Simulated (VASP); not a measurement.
GaN, 2 atoms in the cell. It takes space group F-43m (No. 216, cubic). Conventional cell: a = 4.498 Å, b = 4.498 Å, c = 4.498 Å, α = 90.00°, β = 90.00°, γ = 90.00°. Ga (site symmetry -43m) has 4 N at 1.95 Å within 2.6 Å. Within 2.6 Å of N (site symmetry -43m) lie 4 Ga at 1.95 Å. 

| Property | Result |
| --- | --- |
| Program | VASP 6.6.1 |
| Task | G0W0 quasiparticle levels |
| Functional | PBE |
| Potentials or basis | VASP PAW PBE potentials, release 64 (Ga_d_GW, N_GW) |
| Cutoff | 500 eV |
| k mesh | 8 × 8 × 8 |
| Occupations | gaussian, width 0.01 eV |
| Spin | no spin polarisation |
| Dipole correction | no |
| GW scheme | G0W0 |
| GW iterations | 1 |
| Cutoff of the response function | 80 |
| Frequency points | 96 |
| Empty bands | 36 |
| Further INCAR settings | ALGO = EVGW0; EDIFF = 1e-08; NBANDS = 45 |

Potentials or basis: VASP PAW PBE potentials, release 64 (Ga_d_GW, N_GW).

The run is started by

```console
$ cat potpaw_PBE.64/Ga_d_GW/POTCAR potpaw_PBE.64/N_GW/POTCAR > POTCAR
$ cp INCAR.step1 INCAR
$ mpirun -np 1 vasp_std > vasp.out
$ cp INCAR.step2 INCAR
$ mpirun -np 1 vasp_std > vasp.out
$ cp INCAR.step3 INCAR
$ mpirun -np 1 vasp_std > vasp.out
```

Hardware: 1 thread of AMD EPYC 9R45 96-Core Processor (Zen 5) (shared host).

**Question.** Estimate the wall time of this run.

**Answer.** It took 13 min on 1 thread of AMD EPYC 9R45 96-Core Processor (Zen 5), with other jobs on the host, peak memory 0.59 GiB. Counts: k points 29.
